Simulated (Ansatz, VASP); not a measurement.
Two plane-wave programs on HfN

```xyz
4
Lattice="3.0500 0.0000 0.0000 -1.5250 2.6414 0.0000 0.0000 0.0000 5.3439" Properties=species:S:1:pos:R:3 pbc="T T T"
Hf    1.5250    0.8805    4.0079
Hf    0.0000    1.7609    1.3360
N     0.0000    0.0000    0.0000
N     0.0000    0.0000    2.6719
```

Change from the starting cell: strain -0.030 along x and y, -0.015 along z, atoms carried along.

Alike in both runs: task single point; functional r2SCAN; k mesh 18 × 18 × 10; occupations gaussian, width 0.15 eV; no spin polarisation.

|  | VASP | Ansatz |
| --- | --- | --- |
| version | VASP 6.6.1 | Ansatz 0.2.0 |
| potentials or method | VASP PAW PBE potentials, release 64 (Hf_pv, N), cutoff 520 eV | scalar-relativistic, plane waves, PAW |
| valence electrons in the cell | 30 | 62 |

Ansatz gave:

- gap on the k mesh at the Fermi level (eV): none
- pressure (GPa): 24.5
- traceless stress, the component that is largest in VASP (GPa): -4.67

Task: Estimate VASP's values.

Result: gap on the k mesh at the Fermi level (eV): none; pressure (GPa): 21.9; traceless stress, the component that is largest in VASP (GPa): -4.66.

VASP's potentials were made for PBE, not for r2SCAN. A gap of «none» marks a metal or a gap that the smearing closes. VASP's potentials hold 30 valence electrons a cell and Ansatz's 62, so a difference there can come from the potentials and not from the codes.

Neither program's run includes spin-orbit coupling.
